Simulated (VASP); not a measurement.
# Sn (I4/mmm) in VASP: notebook

The runs below take Sn through single point, with r2SCAN.

Everything below comes from runs of VASP 6.6.1. Logs are shortened: lines on timing, memory, paths and dates and some standing lists are left out, and cuts for length are marked.

## Step 1: The cell of the first run

Symmetry: I4/mmm, No. 139, tetragonal system. The conventional cell has a = 3.789 Å, b = 3.789 Å, c = 3.846 Å, α = 90.00°, β = 90.00°, γ = 90.00°. Within 4.3 Å of Sn (site symmetry 4/mmm) lie 14 Sn at 3.30 to 3.85 Å.

## Step 2: Single point, r2SCAN (strain +0.000 along x and y, +0.015 along z)

The input, POSCAR:

```
Sn
1.0
   -1.8946518192      1.8946518192      1.9230715965
    1.8946518192     -1.8946518192      1.9230715965
    1.8946518192      1.8946518192     -1.9230715965
Sn
1
Direct
    0.0000000000      0.0000000000      0.0000000000
```

The input, INCAR.step1:

```
  PREC = Accurate
  ENCUT = 520
  ISMEAR = 0
  SIGMA = 0.15
  LREAL = False
  LASPH = True
  NELM = 80
  NBANDS = 13
  GGA = PE
  ALGO = Normal
  EDIFF = 1E-4
  LWAVE = True
  LCHARG = False
```

The input, INCAR.step2:

```
  PREC = Accurate
  ENCUT = 520
  EDIFF = 1E-7
  ISMEAR = 0
  SIGMA = 0.15
  LREAL = False
  LASPH = True
  NELM = 80
  ALGO = Normal
  ISIF = 2
  LWAVE = False
  LCHARG = True
  METAGGA = R2SCAN
  LMIXTAU = True
  LELF = True
  LVHAR = True
  NBANDS = 13
  ISTART = 1
```

The input, KPOINTS:

```
Automatic mesh
0
Gamma
  18 18 18
```

Potentials or basis: VASP PAW PBE potentials, release 64 (Sn_d).

Started as:

```
$ cat potpaw_PBE.64/Sn_d/POTCAR > POTCAR
$ cp INCAR.step1 INCAR
$ mpirun -np 1 vasp_std > vasp.out
$ cp INCAR.step2 INCAR
$ mpirun -np 1 vasp_std > vasp.out
```

OUTCAR:

```text
PREC = Accurate
   ENCUT = 520
   EDIFF = 1E-7
   ISMEAR = 0
   LREAL = False
   LASPH = True
   NELM = 80
   ISIF = 2
   METAGGA = R2SCAN
   ISTART = 1

 ion  position               nearest neighbor table
   1  0.000  0.000  0.000-

  LATTYP: Found a body centered tetragonal cell.
 ALAT       =     3.7893036384
 C/A-ratio  =     1.0150000000

  Lattice vectors:

 A1 = (  -1.8946518192,   1.8946518192,   1.9230715965)
 A2 = (   1.8946518192,  -1.8946518192,   1.9230715965)
 A3 = (   1.8946518192,   1.8946518192,  -1.9230715965)

Analysis of symmetry for initial positions (statically):
=====================================================================
 Subroutine PRICEL returns:
 Original cell was already a primitive cell.

 Routine SETGRP: Setting up the symmetry group for a
 body centered tetragonal supercell.

 Subroutine GETGRP returns: Found 16 space group operations
 (whereof 16 operations were pure point group operations)
 out of a pool of 16 trial point group operations.

The static configuration has the point symmetry D_4h.

Analysis of symmetry for dynamics (positions and initial velocities):
=====================================================================
 Subroutine PRICEL returns:
 Original cell was already a primitive cell.

 Routine SETGRP: Setting up the symmetry group for a
 body centered tetragonal supercell.

 Subroutine GETGRP returns: Found 16 space group operations
 (whereof 16 operations were pure point group operations)
 out of a pool of 16 trial point group operations.

The dynamic configuration has the point symmetry D_4h.

 Subroutine INISYM returns: Found 16 space group operations
 (whereof 16 operations are pure point group operations),
 and found     1 'primitive' translations

----------------------------------------------------------------------------------------

                                     Primitive cell

  volume of cell :      27.6130

  direct lattice vectors                    reciprocal lattice vectors
    -1.894651819  1.894651819  1.923071597     0.000000000  0.263900731  0.260000720
     1.894651819 -1.894651819  1.923071597     0.263900731  0.000000000  0.260000720
     1.894651819  1.894651819 -1.923071597     0.263900731  0.263900731  0.000000000

  length of vectors
     3.298123011  3.298123011  3.298123011     0.370464533  0.370464533  0.373211993

  position of ions in fractional coordinates (direct lattice)
     0.000000000  0.000000000  0.000000000

  ion indices of the primitive-cell ions
[... 83 lines left out ...]
   TEBEG  =    0.0;   TEEND  =   0.0 temperature during run
   PSTRESS=    0.0 pullay stress
   NELECT =      14.0000    total number of electrons
   NUPDOWN=      -1.0000    fix difference up-down
   EMIN   =  10.00;   EMAX   =-10.00  energy-range for DOS
   EFERMI =   0.00;   METHOD = LEGACY
   ISMEAR =     0;   SIGMA  =   0.15  broadening in eV -4-tet -1-fermi 0-gaus
   EFERMI_NEDOS =   21; number of points for ismear=-14 and -15
   IALGO  =     38    algorithm
   IMIX   =      4    mixing-type and parameters
     AMIX     =   0.40;   BMIX     =  1.00
     AMIX_MAG =   1.60;   BMIX_MAG =  1.00
  volume/ion in A,a.u.               =      27.61       186.34
  Fermi-wavevector in a.u.,A,eV,Ry     =   1.305407  2.466862 23.185533  1.704089
  Thomas-Fermi vector in A             =   2.436279
   LORBIT       =      0    0 simple, 1 ext, 2 COOP (PROOUT), +10 PAW based schemes
   METAGGA = R2SCAN    functional components
   LHFCALC =     F    Hartree Fock is set to
   AEXX    =    0.0000 exact exchange contribution
   IVDW    =     0    specifies the selected vdW correction
   LEPSILON=     F    determine dielectric tensor
   LRPA    =     F    only Hartree local field effects (RPA)
 non-spin polarized calculation
 Gauss-broadening in eV      SIGMA  =   0.15
  energy-cutoff  :      520.00
  volume of cell :       27.61
 maximum number of plane-waves:       755
 NGX is ok and might be reduce to    28
   NGX = 13   NGY = 13   NGZ = 13

 number of electron      13.9999997 magnetization

 Free energy of the ion-electron system (eV)
  ---------------------------------------------------
  ext. energy  EPLUGINS =         0.00000000
  ---------------------------------------------------
  free energy    TOTEN  =       -24.50161106 eV

  energy without entropy =      -24.49461172  energy(sigma->0) =      -24.49811139

 E-fermi :   7.8378     XC(G=0): -11.1735

 val. band max:        7.8369583640   @ k =  -0.2222  -0.3333   0.2222
 cond. band min:       7.8388968409   @ k =  -0.3889   0.2222   0.0000
 fundamental gap:      0.0019384769
 Fermi energy:         7.8377931460

 k-point     1 :       0.0000    0.0000    0.0000
  band No.  band energies     occupation
      1     -14.4140      2.00000
      2     -14.4140      2.00000
      3     -14.4111      2.00000
      4     -14.2720      2.00000
      5     -14.2630      2.00000
      6      -3.6881      2.00000
      7      16.0566      0.00000
      8      16.1474      0.00000
      9      16.1474      0.00000
     10      20.5852      0.00000
     11      20.8045      0.00000
     12      20.8045      0.00000
     13      20.8427      0.00000
[... 354 lines left out ...]
  band No.  band energies     occupation
      1     -14.4255      2.00000
      2     -14.3959      2.00000
      3     -14.3343      2.00000
      4     -14.2849      2.00000
      5     -14.2691      2.00000
      6      -2.7735      2.00000
      7      11.1854      0.00000
      8      13.6197      0.00000
      9      14.8532      0.00000
     10      18.1086      0.00000
     11      18.5132      0.00000
     12      20.1593      0.00000
     13      22.8624      0.00000

 [... further k-points ...]

------------------------ aborting loop because EDIFF is reached ----------------------------------------

  FORCE on cell =-STRESS in cart. coord.  units (eV):
  Direction    XX          YY          ZZ          XY          YZ          ZX
  --------------------------------------------------------------------------------------
  -------------------------------------------------------------------------------------
  Total       -0.2170607     -0.2170607     -0.1355557      0.0000000     -0.0000000      0.0000000
  in kB      -12.5944027    -12.5944027     -7.8652779      0.0000000     -0.0000000      0.0000000
  external PRESSURE =     -11.0180277 kB  Pullay stress =       0.0000000 kB

 VOLUME and BASIS-vectors are now :
 -----------------------------------------------------------------------------
  energy-cutoff  :      520.00
  volume of cell :       27.61
      direct lattice vectors                 reciprocal lattice vectors
    -1.894651819  1.894651819  1.923071597     0.000000000  0.263900731  0.260000720
     1.894651819 -1.894651819  1.923071597     0.263900731  0.000000000  0.260000720
     1.894651819  1.894651819 -1.923071597     0.263900731  0.263900731  0.000000000

 POSITION                                       TOTAL-FORCE (eV/Angst)
 -----------------------------------------------------------------------------------
      0.00000      0.00000      0.00000        -0.000000     -0.000000      0.000000
 -----------------------------------------------------------------------------------
    total drift:                               -0.000000     -0.000000     -0.000000

  FREE ENERGIE OF THE ION-ELECTRON SYSTEM (eV)
  ---------------------------------------------------
  free  energy   TOTEN  =       -24.5016110574 eV

  energy  without entropy=      -24.4946117239  energy(sigma->0) =      -24.49811139
```

OUTCAR.step1:

```text
PREC = Accurate
   ENCUT = 520
   ISMEAR = 0
   LREAL = False
   LASPH = True
   NELM = 80
[... 600 lines left out ...]

 POSITION                                       TOTAL-FORCE (eV/Angst)
 -----------------------------------------------------------------------------------
      0.00000      0.00000      0.00000         0.000000      0.000000     -0.000000
 -----------------------------------------------------------------------------------
    total drift:                               -0.000000     -0.000000     -0.000000

  FREE ENERGIE OF THE ION-ELECTRON SYSTEM (eV)
  ---------------------------------------------------
  free  energy   TOTEN  =        -3.7777958471 eV

  energy  without entropy=       -3.7706516731  energy(sigma->0) =       -3.77422376
```

Run time: 5.9 min. Hardware: 1 thread of Intel Xeon 6975P-C (Granite Rapids), shared host; peak memory 0.29 GiB.

What came out:

* Free energy: -24.5016 eV
* Pressure: -1.1 GPa
* Band gap on the k mesh: zero (bands 7 and 8 overlap by 10.76 eV)

Caveat: the cell differs from its parent crystal (strain +0.000 along x and y, +0.015 along z); the PAW data sets were made with another functional, which shifts forces and pressure a little; spin-orbit coupling is left out, which moves the levels of the heavy elements.

## Step 3: Single point, r2SCAN (strain +0.015 along x and y, -0.015 along z)

The input, POSCAR:

```
Sn
1.0
   -1.9230715965      1.9230715965      1.8662320419
    1.9230715965     -1.9230715965      1.8662320419
    1.9230715965      1.9230715965     -1.8662320419
Sn
1
Direct
    0.0000000000      0.0000000000      0.0000000000
```

INCAR.step1 is that of step 2.

The input, INCAR.step2:

```
  PREC = Accurate
  ENCUT = 520
  EDIFF = 1E-6
  ISMEAR = 0
  SIGMA = 0.15
  LREAL = False
  LASPH = True
  NELM = 80
  ALGO = Normal
  ISIF = 2
  LWAVE = False
  LCHARG = False
  METAGGA = R2SCAN
  LMIXTAU = True
  NBANDS = 13
  ISTART = 1
```

The input, KPOINTS:

```
regular mesh
0
Gamma
  18 18 18
```

Potentials or basis: VASP PAW PBE potentials, release 64 (Sn_d).

Started as:

```
$ cat potpaw_PBE.64/Sn_d/POTCAR > POTCAR
$ cp INCAR.step1 INCAR
$ mpirun -np 1 vasp_std > vasp.out
$ cp INCAR.step2 INCAR
$ mpirun -np 1 vasp_std > vasp.out
```

OUTCAR:

```text
PREC = Accurate
   ENCUT = 520
   EDIFF = 1E-6
   ISMEAR = 0
   LREAL = False
   LASPH = True
   NELM = 80
   ISIF = 2
   METAGGA = R2SCAN
   ISTART = 1

 ion  position               nearest neighbor table
   1  0.000  0.000  0.000-

  LATTYP: Found a body centered tetragonal cell.
 ALAT       =     3.8461431930
 C/A-ratio  =     0.9704433497

  Lattice vectors:

 A1 = (  -1.9230715965,   1.9230715965,   1.8662320419)
 A2 = (   1.9230715965,  -1.9230715965,   1.8662320419)
 A3 = (   1.9230715965,   1.9230715965,  -1.8662320419)

Analysis of symmetry for initial positions (statically):
=====================================================================
 Subroutine PRICEL returns:
 Original cell was already a primitive cell.

 Routine SETGRP: Setting up the symmetry group for a
 body centered tetragonal supercell.

 Subroutine GETGRP returns: Found 16 space group operations
 (whereof 16 operations were pure point group operations)
 out of a pool of 16 trial point group operations.

The static configuration has the point symmetry D_4h.

Analysis of symmetry for dynamics (positions and initial velocities):
[... 168 lines left out ...]
      2     -14.4084      2.00000
      3     -14.4084      2.00000
      4     -14.2751      2.00000
      5     -14.2570      2.00000
      6      -3.6882      2.00000
      7      16.0400      0.00000
      8      16.0400      0.00000
      9      16.2707      0.00000
     10      20.5334      0.00000
     11      20.6127      0.00000
     12      20.6127      0.00000
     13      21.0319      0.00000
[... 354 lines left out ...]
  band No.  band energies     occupation
      1     -14.4252      2.00000
      2     -14.3923      2.00000
      3     -14.3320      2.00000
      4     -14.2834      2.00000
      5     -14.2665      2.00000
      6      -2.7720      2.00000
      7      11.3650      0.00000
      8      13.3906      0.00000
      9      14.7846      0.00000
     10      17.8840      0.00000
     11      18.5565      0.00000
     12      20.5600      0.00000
     13      22.9913      0.00000

 [... further k-points ...]

------------------------ aborting loop because EDIFF is reached ----------------------------------------

  FORCE on cell =-STRESS in cart. coord.  units (eV):
  Direction    XX          YY          ZZ          XY          YZ          ZX
  --------------------------------------------------------------------------------------
  -------------------------------------------------------------------------------------
  Total       -0.1357940     -0.1357940     -0.2974902      0.0000000      0.0000000      0.0000000
  in kB       -7.8808764     -7.8808764    -17.2650076      0.0000000      0.0000000      0.0000000
  external PRESSURE =     -11.0089202 kB  Pullay stress =       0.0000000 kB

 VOLUME and BASIS-vectors are now :
 -----------------------------------------------------------------------------
  energy-cutoff  :      520.00
  volume of cell :       27.61
      direct lattice vectors                 reciprocal lattice vectors
    -1.923071597  1.923071597  1.866232042     0.000000000  0.260000720  0.267919524
     1.923071597 -1.923071597  1.866232042     0.260000720  0.000000000  0.267919524
     1.923071597  1.923071597 -1.866232042     0.260000720  0.260000720  0.000000000

 POSITION                                       TOTAL-FORCE (eV/Angst)
 -----------------------------------------------------------------------------------
      0.00000      0.00000      0.00000         0.000000      0.000000      0.000000
 -----------------------------------------------------------------------------------
    total drift:                               -0.000000     -0.000000     -0.000000

  FREE ENERGIE OF THE ION-ELECTRON SYSTEM (eV)
  ---------------------------------------------------
  free  energy   TOTEN  =       -24.5031658473 eV

  energy  without entropy=      -24.4969934807  energy(sigma->0) =      -24.50007966
```

OUTCAR.step1:

```text
PREC = Accurate
   ENCUT = 520
   ISMEAR = 0
   LREAL = False
   LASPH = True
   NELM = 80
[... 600 lines left out ...]

 POSITION                                       TOTAL-FORCE (eV/Angst)
 -----------------------------------------------------------------------------------
      0.00000      0.00000      0.00000         0.000000     -0.000000      0.000000
 -----------------------------------------------------------------------------------
    total drift:                               -0.000000     -0.000000     -0.000000

  FREE ENERGIE OF THE ION-ELECTRON SYSTEM (eV)
  ---------------------------------------------------
  free  energy   TOTEN  =        -3.7790548687 eV

  energy  without entropy=       -3.7726395790  energy(sigma->0) =       -3.77584722
```

OSZICAR.step1:

```text
N       E                     dE             d eps       ncg     rms          rms(c)
DAV:   1     0.802988933163E+02    0.80299E+02   -0.71790E+03 12832   0.160E+03
DAV:   2     0.184615513544E+01   -0.78453E+02   -0.75961E+02 13235   0.336E+02
DAV:   3    -0.367372254178E+01   -0.55199E+01   -0.54992E+01 14800   0.730E+01
DAV:   4    -0.378749690511E+01   -0.11377E+00   -0.11375E+00 14738   0.112E+01
DAV:   5    -0.379138906965E+01   -0.38922E-02   -0.38921E-02 16072   0.203E+00    0.129E+00
DAV:   6    -0.378211383800E+01    0.92752E-02   -0.10199E-02 15857   0.172E+00    0.713E-01
DAV:   7    -0.377916795013E+01    0.29459E-02   -0.66926E-03 15651   0.133E+00    0.970E-02
DAV:   8    -0.377905492926E+01    0.11302E-03   -0.66590E-04 15280   0.426E-01    0.228E-02
DAV:   9    -0.377905486870E+01    0.60564E-07   -0.90187E-06  8085   0.413E-02
   1 F= -.37790549E+01 E0= -.37758472E+01  d E =-.641529E-02
```

It took 4.7 min on 1 thread of Intel Xeon 6975P-C (Granite Rapids), shared host; peak memory 0.29 GiB.

What came out:

| Item | Value |
| --- | --- |
| Free energy | -24.5032 eV |
| Pressure | -1.1 GPa |
| Band gap on the k mesh | zero (bands 7 and 8 overlap by 10.73 eV) |

Stress tensor (GPa, compression positive):
```
-0.79  0.00  0.00
 0.00 -0.79  0.00
 0.00  0.00 -1.73
```

Caveat: the cell differs from its parent crystal (strain +0.015 along x and y, -0.015 along z); the PAW data sets were made with another functional, which shifts forces and pressure a little; spin-orbit coupling is left out, which moves the levels of the heavy elements.

## Step 4: Single point, r2SCAN (strain +0.000 along x and y, +0.030 along z)

The input, POSCAR:

```
Sn
1.0
   -1.8946518192      1.8946518192      1.9514913738
    1.8946518192     -1.8946518192      1.9514913738
    1.8946518192      1.8946518192     -1.9514913738
Sn
1
Direct
    0.0000000000      0.0000000000      0.0000000000
```

The input, INCAR.step1:

```
PREC = Accurate
ENCUT = 520
ISMEAR = 0
SIGMA = 0.15
LREAL = False
LASPH = True
NELM = 80
NBANDS = 13
GGA = PE
ALGO = Normal
EDIFF = 1E-4
LWAVE = True
LCHARG = False
```

The input, INCAR.step2:

```
PREC = Accurate
ENCUT = 520
EDIFF = 1E-7
ISMEAR = 0
SIGMA = 0.15
LREAL = False
LASPH = True
NELM = 80
ALGO = Normal
ISIF = 2
LWAVE = False
LCHARG = False
METAGGA = R2SCAN
LMIXTAU = True
NBANDS = 13
ISTART = 1
```

KPOINTS is that of step 3.

Started as:

```
$ cat potpaw_PBE.64/Sn_d/POTCAR > POTCAR
$ cp INCAR.step1 INCAR
$ mpirun -np 1 vasp_std > vasp.out
$ cp INCAR.step2 INCAR
$ mpirun -np 1 vasp_std > vasp.out
```

It took 5.9 min on 1 thread of Intel Xeon 6975P-C (Granite Rapids), shared host; peak memory 0.29 GiB.

It converged, with:

- Free energy: -24.4991 eV
- Pressure: -1.8 GPa
- Band gap on the k mesh: zero (bands 7 and 8 overlap by 10.51 eV)

Stress tensor (GPa, compression positive):
```
-1.97  0.00  0.00
 0.00 -1.97  0.00
 0.00  0.00 -1.35
```

Levels at points of the mesh, in eV from the Fermi level:
| k point | band 4 | band 5 | band 6 | band 7 | band 8 | band 9 | band 10 | band 11 |
| --- | --- | --- | --- | --- | --- | --- | --- | --- |
| (0.00, 0.00, 0.00) | -22.12 | -22.11 | -11.43 | 8.02 | 8.18 | 8.18 | 12.58 | 12.80 |
| (0.50, 0.00, 0.00) | -22.12 | -22.03 | -6.69 | -4.55 | 3.76 | 5.90 | 8.54 | 8.69 |
| (0.50, 0.50, 0.00) | -22.11 | -22.03 | -6.49 | -4.48 | 3.38 | 5.38 | 8.12 | 8.18 |
| (0.50, 0.50, 0.50) | -22.05 | -22.05 | -2.54 | -0.95 | -0.37 | -0.37 | 4.11 | 4.32 |

Caveat: the cell differs from its parent crystal (strain +0.000 along x and y, +0.030 along z); the PAW data sets were made with another functional, which shifts forces and pressure a little; spin-orbit coupling is left out, which moves the levels of the heavy elements.

## Step 5: Summary

| cell | gap on the mesh (eV) | pressure (GPa) |
| --- | --- | --- |
| a = 3.298 Å, angles 109.9, 109.9, 108.7°, 1 atom | none | -1.1 |
| a = 3.298 Å, angles 108.7, 108.7, 111.1°, 1 atom | none | -1.1 |
| a = 3.315 Å, angles 110.3, 110.3, 107.9°, 1 atom | none | -1.8 |

Alike in all rows: task single point; level r2SCAN; potentials or basis VASP PAW PBE potentials, release 64 (Sn_d); no spin polarisation; k mesh 18 × 18 × 18; cutoff (eV) 520; smearing gaussian 0.15 eV.

Caveats: the PAW data sets were made with another functional, which shifts forces and pressure a little; spin-orbit coupling is left out, which moves the levels of the heavy elements.

Absolute energies hang on the potentials; compare differences alone.
